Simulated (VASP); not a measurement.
Write the native input for VASP 6.6.1 that does the following.

| Item | Value |
| --- | --- |
| Task | single point |
| Functional | r2SCAN |
| Potentials or basis | VASP PAW PBE potentials, release 64 (Pb_d, Se) |
| Cutoff | 520 eV |
| k mesh | 10 × 10 × 10 |
| Occupations | gaussian, width 0.05 eV |
| Spin | no spin polarisation |
| Dipole correction | no |
| Further INCAR settings | ALGO = Normal; EDIFF = 1e-07; NBANDS = 17 |

Crystal: PbSe.

```
CELL_PARAMETERS angstrom
0.00000 3.06826 3.06826
3.06826 0.00000 3.06826
3.06826 3.06826 0.00000
ATOMIC_POSITIONS crystal
Pb 0.50000 0.50000 0.50000
Se 0.00000 0.00000 0.00000
```

This cell differs from its parent crystal: volume scaled by 0.980.

One way to write it, as run:

POSCAR

```
PbSe
1.0
    0.0000000000      3.0682626672      3.0682626672
    3.0682626672      0.0000000000      3.0682626672
    3.0682626672      3.0682626672      0.0000000000
Pb Se
1 1
Direct
    0.5000000000      0.5000000000      0.5000000000
    0.0000000000      0.0000000000      0.0000000000
```

INCAR.step1

```
PREC = Accurate ; ENCUT = 520
ISMEAR = 0 ; SIGMA = 0.05
LREAL = False ; LASPH = True
NELM = 100 ; NBANDS = 17
GGA = PE ; ALGO = Normal
EDIFF = 1E-4 ; LWAVE = True
LCHARG = False
```

INCAR.step2

```
PREC = Accurate ; ENCUT = 520
EDIFF = 1E-7 ; ISMEAR = 0
SIGMA = 0.05 ; LREAL = False
LASPH = True ; NELM = 100
ALGO = Normal ; ISIF = 2
LWAVE = False ; LCHARG = False
METAGGA = R2SCAN ; LMIXTAU = True
NBANDS = 17 ; ISTART = 1
```

KPOINTS

```
regular mesh
0
Gamma
  10 10 10
```

Potentials or basis: VASP PAW PBE potentials, release 64 (Pb_d, Se).

Command:

```sh
$ cat potpaw_PBE.64/Pb_d/POTCAR potpaw_PBE.64/Se/POTCAR > POTCAR
$ cp INCAR.step1 INCAR
$ mpirun -np 1 vasp_std > vasp.out
$ cp INCAR.step2 INCAR
$ mpirun -np 1 vasp_std > vasp.out
```

Results of the run:

```json
{
  "Pressure": "1.1 GPa",
  "Band gap on the k mesh": "0.60 eV, direct"
}
```

Caveat: the PAW data sets were made with another functional, which shifts forces and pressure a little; spin-orbit coupling is left out, which moves the levels of the heavy elements.

Wall time 68 s on 1 thread of Intel(R) Xeon(R) 6975P-C (Granite Rapids), on a shared host, peak memory 0.21 GiB.
